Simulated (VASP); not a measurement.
Te: single point with r2SCAN

The system is Te.

```xyz
3
Lattice="4.6325 0.0000 0.0000 -2.3162 4.0119 0.0000 0.0000 0.0000 5.8869" Properties=species:S:1:pos:R:3 pbc="T T T"
Te    1.1747    0.0000    1.9623
Te    4.0451    1.0174    3.9246
Te    1.7289    2.9945    0.0000
```

- Program: VASP 6.6.1
- Task: single point
- Functional: r2SCAN
- Potentials or basis: VASP PAW PBE potentials, release 64 (Te)
- Cutoff: 550 eV
- k mesh: 8 × 8 × 6
- Occupations: fermi-dirac, width 0.01 eV
- Spin: no spin polarisation

The pressure is 0.0 GPa, the largest force is 0.019 eV/Å and the band gap on the k mesh is 0.78 eV.

Forces on the atoms (eV/Å):
```
Te   0.019  0.000  0.000
Te  -0.010  0.017  0.000
Te  -0.010 -0.017  0.000
```

Stress tensor (GPa, compression positive):
```
-0.02  0.00  0.00
 0.00 -0.02  0.00
 0.00  0.00  0.13
```

Levels at points of the mesh, in eV from the valence-band top:
```csv
k point,band 6,band 7,band 8,band 9,band 10,band 11,band 12,band 13
"(0.00, 0.00, 0.00)",-3.01,-1.69,-1.69,-0.66,1.24,1.24,1.74,5.43
"(0.50, 0.00, 0.00)",-3.41,-3.12,-1.25,-0.92,1.29,1.45,3.76,3.84
"(0.00, 0.00, 0.50)",-2.79,-1.36,-1.23,-1.23,0.78,0.87,0.87,4.77
"(0.50, 0.00, 0.50)",-3.68,-2.18,-1.80,-0.10,1.18,2.16,2.62,5.14
```

Wall time 3.6 min on 1 thread of Intel(R) Xeon(R) Platinum 8488C (Sapphire Rapids) (shared host), peak memory 0.29 GiB.

Caveat: the PAW data sets were made with another functional, which shifts forces and pressure a little; spin-orbit coupling is left out, which moves the levels of the heavy elements. A k mesh can miss the band edges.
